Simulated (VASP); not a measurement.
# NaBe4 (P4_2/mmc) in VASP: single point with PBE

Aim: the single point of NaBe4 with PBE.

All numbers are computed with VASP 6.6.1; they aren't measurements. Logs are shortened: lines on timing, memory, paths and dates and some standing lists are left out, and cuts for length are marked.

**1. The cell of the first run**

Symmetry: P4_2/mmc, No. 131, tetragonal system. Conventional cell: a = 4.021 Å, b = 4.021 Å, c = 7.783 Å, α = 90.00°, β = 90.00°, γ = 90.00°. Na (site symmetry -4m2) has 16 Be at 2.80 to 2.99 Å within 3.7 Å. Be (site symmetry mmm) has 8 Be at 2.23 to 2.80 Å and 4 Na at 2.80 Å within 2.9 Å. Within 2.6 Å of Be (site symmetry m2m) lie 6 Be at 1.93 to 2.23 Å. Within 2.9 Å of Be (site symmetry -4m2) lie 8 Be at 2.17 to 2.80 Å and 4 Na at 2.84 Å.

**2. Single point, PBE**

File POSCAR:

```
NaBe4
1.0
    4.0207891314      0.0000000000      0.0000000000
    0.0000000000      4.0207891314      0.0000000000
    0.0000000000      0.0000000000      7.7827711362
Na Be
2 8
Direct
    0.5000000000      0.5000000000      0.2500000000
    0.5000000000      0.5000000000      0.7500000000
    0.5000000000      0.0000000000      0.5000000000
    0.2397230215      0.0000000000      0.0000000000
    0.0000000000      0.7602769785      0.5000000000
    0.0000000000      0.5000000000      0.0000000000
    0.0000000000      0.2397230215      0.5000000000
    0.7602769785      0.0000000000      0.0000000000
    0.0000000000      0.0000000000      0.2500000000
    0.0000000000      0.0000000000      0.7500000000
```

File INCAR.step1:

```
  ALGO = Fast
  EDIFF = 1E-6
  ENCUT = 520
  GGA = PE
  ISIF = 2
  ISMEAR = 0
  LASPH = True
  LCHARG = True
  LREAL = False
  LWAVE = False
  NBANDS = 26
  NELM = 100
  PREC = Accurate
  SIGMA = 0.1
```

File KPOINTS.step1:

```
k-points
0
Gamma
  10 10 6
```

File INCAR.step2:

```
  ALGO = Fast
  EDIFF = 1E-6
  ENCUT = 520
  GGA = PE
  ICHARG = 11
  ISIF = 2
  ISMEAR = -5
  LASPH = True
  LCHARG = False
  LORBIT = 11
  LREAL = False
  LWAVE = False
  NBANDS = 26
  NEDOS = 1001
  NELM = 100
  PREC = Accurate
  SIGMA = 0.1
```

File KPOINTS.step2:

```
k-points
0
Gamma
  15 15 9
```

Potentials or basis: VASP PAW PBE potentials, release 64 (Na_pv, Be).

Command:

```bash
> cat potpaw_PBE.64/Na_pv/POTCAR potpaw_PBE.64/Be/POTCAR > POTCAR
> cp INCAR.step1 INCAR
> cp KPOINTS.step1 KPOINTS
> mpirun -np 1 vasp_std > vasp.out
> cp INCAR.step2 INCAR
> cp KPOINTS.step2 KPOINTS
> mpirun -np 1 vasp_std > vasp.out
```

OUTCAR:

```text
EDIFF = 1E-6
   ENCUT = 520
   GGA = PE
   ICHARG = 11
   ISIF = 2
   ISMEAR = -5
   LASPH = True
   LORBIT = 11
   LREAL = False
   NELM = 100
   PREC = Accurate

 ion  position               nearest neighbor table
   1  0.500  0.500  0.250-
   2  0.500  0.500  0.750-
   3  0.500  0.000  0.500-   5 2.23   7 2.23   5 2.23   7 2.23
   4  0.240  0.000  0.000-   8 1.93   8 2.09   9 2.17  10 2.17   6 2.23   6 2.23
   5  0.000  0.760  0.500-   7 1.93   7 2.09  10 2.17   9 2.17   3 2.23   3 2.23
   6  0.000  0.500  0.000-   4 2.23   8 2.23   4 2.23   8 2.23
   7  0.000  0.240  0.500-   5 1.93   5 2.09   9 2.17  10 2.17   3 2.23   3 2.23
   8  0.760  0.000  0.000-   4 1.93   4 2.09  10 2.17   9 2.17   6 2.23   6 2.23
   9  0.000  0.000  0.250-   4 2.17   5 2.17   7 2.17   8 2.17
  10  0.000  0.000  0.750-   4 2.17   5 2.17   7 2.17   8 2.17

  LATTYP: Found a simple tetragonal cell.
 ALAT       =     4.0207891314
 C/A-ratio  =     1.9356327531

  Lattice vectors:

 A1 = (   4.0207891314,   0.0000000000,   0.0000000000)
 A2 = (   0.0000000000,   4.0207891314,   0.0000000000)
 A3 = (   0.0000000000,   0.0000000000,   7.7827711362)

Analysis of symmetry for initial positions (statically):
=====================================================================
 Subroutine PRICEL returns:
 Original cell was already a primitive cell.

 Routine SETGRP: Setting up the symmetry group for a
 simple tetragonal supercell.

 Subroutine GETGRP returns: Found 16 space group operations
 (whereof  8 operations were pure point group operations)
 out of a pool of 16 trial point group operations.

The static configuration has the point symmetry D_2h.
 The point group associated with its full space group is D_4h.

Analysis of symmetry for dynamics (positions and initial velocities):
=====================================================================
 Subroutine PRICEL returns:
 Original cell was already a primitive cell.

 Routine SETGRP: Setting up the symmetry group for a
 simple tetragonal supercell.

 Subroutine GETGRP returns: Found 16 space group operations
 (whereof  8 operations were pure point group operations)
 out of a pool of 16 trial point group operations.

The dynamic configuration has the point symmetry D_2h.
 The point group associated with its full space group is D_4h.

 Subroutine INISYM returns: Found 16 space group operations
 (whereof  8 operations are pure point group operations),
 and found     1 'primitive' translations

----------------------------------------------------------------------------------------

                                     Primitive cell

  volume of cell :     125.8221

  direct lattice vectors                    reciprocal lattice vectors
     4.020789131  0.000000000  0.000000000     0.248707397  0.000000000  0.000000000
     0.000000000  4.020789131  0.000000000     0.000000000  0.248707397  0.000000000
     0.000000000  0.000000000  7.782771136     0.000000000  0.000000000  0.128488938

  length of vectors
     4.020789131  4.020789131  7.782771136     0.248707397  0.248707397  0.128488938

  position of ions in fractional coordinates (direct lattice)
     0.500000000  0.500000000  0.250000000
     0.500000000  0.500000000  0.750000000
     0.500000000  0.000000000  0.500000000
     0.239723021  0.000000000  0.000000000
     0.000000000  0.760276979  0.500000000
     0.000000000  0.500000000  0.000000000
     0.000000000  0.239723021  0.500000000
     0.760276979  0.000000000  0.000000000
     0.000000000  0.000000000  0.250000000
     0.000000000  0.000000000  0.750000000

  ion indices of the primitive-cell ions
   primitive index   ion index
                 1           1
                 2           2
                 3           3
                 4           4
                 5           5
                 6           6
                 7           7
                 8           8
                 9           9
                10          10

----------------------------------------------------------------------------------------

 KPOINTS: k-points

Automatic generation of k-mesh.
 Grid dimensions read from file:
 generate k-points for:   15   15    9

 Generating k-lattice:

  Cartesian coordinates                     Fractional coordinates (reciprocal lattice)
     0.016580493  0.000000000  0.000000000     0.066666667  0.000000000  0.000000000
     0.000000000  0.016580493  0.000000000     0.000000000  0.066666667  0.000000000
     0.000000000  0.000000000  0.014276549     0.000000000  0.000000000  0.111111111

  Length of vectors
     0.016580493  0.016580493  0.014276549

  Shift w.r.t. Gamma in fractional coordinates (k-lattice)
     0.000000000  0.000000000  0.000000000

 TETIRR: Found   3013 inequivalent tetrahedra from    12150

 Subroutine IBZKPT returns following result:
 ===========================================

 Found    180 irreducible k-points:

 Following reciprocal coordinates:
            Coordinates               Weight
  0.000000  0.000000  0.000000      1.000000
  0.066667  0.000000  0.000000      4.000000
  0.133333  0.000000  0.000000      4.000000
  0.200000  0.000000  0.000000      4.000000
  0.266667  0.000000  0.000000      4.000000
  0.333333  0.000000  0.000000      4.000000
[... 16 lines left out ...]
  0.266667  0.200000  0.000000      8.000000
  0.333333  0.200000  0.000000      8.000000
 [... further k-points ...]
   k-points           NKPTS =    180   k-points in BZ     NKDIM =    180   number of bands    NBANDS=     26
   number of dos      NEDOS =   1001   number of ions     NIONS =     10
   total plane-waves  NPLWV =  54000
   dimension x,y,z NGX =    30 NGY =   30 NGZ =   60
   dimension x,y,z NGXF=    60 NGYF=   60 NGZF=  120
   ions per type =               2   8
   NGX,Y,Z   is equivalent  to a cutoff of  12.40, 12.40, 12.82 a.u.
   NGXF,Y,Z  is equivalent  to a cutoff of  24.81, 24.81, 25.63 a.u.
 SYSTEM =  unknown system
   PREC   = accura    normal or accurate (medium, high low for compatibility)
   ISTART =      0    job   : 0-new  1-cont  2-samecut
   ICHARG =     11    charge: 1-file 2-atom 10-const
   ISPIN  =      1    spin polarized calculation?
   LNONCOLLINEAR =      F non collinear calculations
   LSORBIT =      F    spin-orbit coupling
   LASPH  =      T    aspherical Exc in radial PAW
   ENCUT  =  520.0 eV  38.22 Ry    6.18 a.u.   7.48  7.48 14.47*2*pi/ulx,y,z
   NELM   =    100;   NELMIN=  2; NELMDL=  0     # of ELM steps
   EDIFF  = 0.1E-05   stopping-criterion for ELM
   LREAL  =      F    real-space projection
[... 7 lines left out ...]
   TEBEG  =    0.0;   TEEND  =   0.0 temperature during run
   PSTRESS=    0.0 pullay stress
   NELECT =      30.0000    total number of electrons
   NUPDOWN=      -1.0000    fix difference up-down
   EMIN   =  10.00;   EMAX   =-10.00  energy-range for DOS
   EFERMI =   0.00;   METHOD = LEGACY
   ISMEAR =    -5;   SIGMA  =   0.10  broadening in eV -4-tet -1-fermi 0-gaus
   EFERMI_NEDOS =   21; number of points for ismear=-14 and -15
   IALGO  =     68    algorithm
   IMIX   =      4    mixing-type and parameters
     AMIX     =   0.40;   BMIX     =  1.00
     AMIX_MAG =   1.60;   BMIX_MAG =  1.00
  volume/ion in A,a.u.               =      12.58        84.91
  Fermi-wavevector in a.u.,A,eV,Ry     =   1.015149  1.918353 14.021167  1.030527
  Thomas-Fermi vector in A             =   2.148418
   LORBIT       =     11    0 simple, 1 ext, 2 COOP (PROOUT), +10 PAW based schemes
   GGA     = PE    functional components
   LHFCALC =     F    Hartree Fock is set to
   AEXX    =    0.0000 exact exchange contribution
   IVDW    =     0    specifies the selected vdW correction
   LEPSILON=     F    determine dielectric tensor
   LRPA    =     F    only Hartree local field effects (RPA)
 non-spin polarized calculation
 RMM-DIIS sequential band-by-band and
 Fermi weights with tetrahedron method with Bloechl corrections
  energy-cutoff  :      520.00
  volume of cell :      125.82
 maximum number of plane-waves:      3429
 NGX is ok and might be reduce to    30

 number of electron      29.9999978 magnetization

 Free energy of the ion-electron system (eV)
  ---------------------------------------------------
  ext. energy  EPLUGINS =         0.00000000
  ---------------------------------------------------
  free energy    TOTEN  =       -27.62193550 eV

  energy without entropy =      -27.62193550  energy(sigma->0) =      -27.62193550

 E-fermi :   3.1330     XC(G=0):  -9.1823

 val. band max:        3.1465874676   @ k =   0.4667   0.4667   0.0000
 cond. band min:       3.0530519510   @ k =   0.4667   0.3333   0.3333
 fundamental gap:     -0.0935355165
 Fermi energy:         3.1330038130

 k-point     1 :       0.0000    0.0000    0.0000
  band No.  band energies     occupation
      1     -20.1796      2.00000
      2     -20.1796      2.00000
      3     -20.1784      2.00000
      4     -20.1775      2.00000
      5     -20.1775      2.00000
      6     -20.1603      2.00000
[... 18 lines left out ...]
     25       9.2067      0.00000
     26      10.0577      0.00000
[... 644 lines left out ...]
      4     -20.1810      2.00000
      5     -20.1766      2.00000
      6     -20.1587      2.00000
[... 18 lines left out ...]
     25       9.4626      0.00000
     26      10.0957      0.00000

 [... further k-points ...]

------------------------ aborting loop because EDIFF is reached ----------------------------------------

  FORCE on cell =-STRESS in cart. coord.  units (eV):
  Direction    XX          YY          ZZ          XY          YZ          ZX
  --------------------------------------------------------------------------------------
  -------------------------------------------------------------------------------------
  Total        0.0933388      0.0933388      0.0421741     -0.0000000      0.0000000      0.0000000
  in kB        1.1885456      1.1885456      0.5370308     -0.0000000      0.0000000      0.0000000
  external PRESSURE =       0.9713740 kB  Pullay stress =       0.0000000 kB

 VOLUME and BASIS-vectors are now :
 -----------------------------------------------------------------------------
  energy-cutoff  :      520.00
  volume of cell :      125.82
      direct lattice vectors                 reciprocal lattice vectors
     4.020789131  0.000000000  0.000000000     0.248707397  0.000000000  0.000000000
     0.000000000  4.020789131  0.000000000     0.000000000  0.248707397  0.000000000
     0.000000000  0.000000000  7.782771136     0.000000000  0.000000000  0.128488938

 POSITION                                       TOTAL-FORCE (eV/Angst)
 -----------------------------------------------------------------------------------
      2.01039      2.01039      1.94569         0.000000      0.000000     -0.000000
      2.01039      2.01039      5.83708         0.000000      0.000000     -0.000000
      2.01039      0.00000      3.89139         0.000000      0.000000      0.000000
      0.96388      0.00000      0.00000         0.000041     -0.000000      0.000000
      0.00000      3.05691      3.89139         0.000000     -0.000041      0.000000
      0.00000      2.01039      0.00000         0.000000      0.000000      0.000000
      0.00000      0.96388      3.89139         0.000000      0.000041     -0.000000
      3.05691      0.00000      0.00000        -0.000041      0.000000     -0.000000
      0.00000      0.00000      1.94569         0.000000     -0.000000      0.000000
      0.00000      0.00000      5.83708        -0.000000      0.000000      0.000000
 -----------------------------------------------------------------------------------
    total drift:                                0.000000      0.000000      0.000000

  FREE ENERGIE OF THE ION-ELECTRON SYSTEM (eV)
  ---------------------------------------------------
  free  energy   TOTEN  =       -27.6219355042 eV

  energy  without entropy=      -27.6219355042  energy(sigma->0) =      -27.62193550

 total charge

# of ion       s       p       d       tot
------------------------------------------
    1        0.092   6.014   0.000   6.105
    2        0.092   6.014   0.000   6.105
    3        0.414   0.492   0.000   0.906
    4        0.449   0.700   0.000   1.149
    5        0.449   0.700   0.000   1.149
    6        0.414   0.492   0.000   0.906
    7        0.449   0.700   0.000   1.149
    8        0.449   0.700   0.000   1.149
    9        0.429   0.527   0.000   0.955
   10        0.429   0.527   0.000   0.955
--------------------------------------------------
tot          3.666  16.865   0.000  20.531
```

Wall time 5.2 min (1 thread of Intel Xeon 6975P-C (Granite Rapids), shared host); peak memory 0.53 GiB.

What came out:

| Item | Value |
| --- | --- |
| Valence electrons inside the program's atomic spheres | Na 6.11; Be 0.91, 1.15, 0.95 (each value once) |
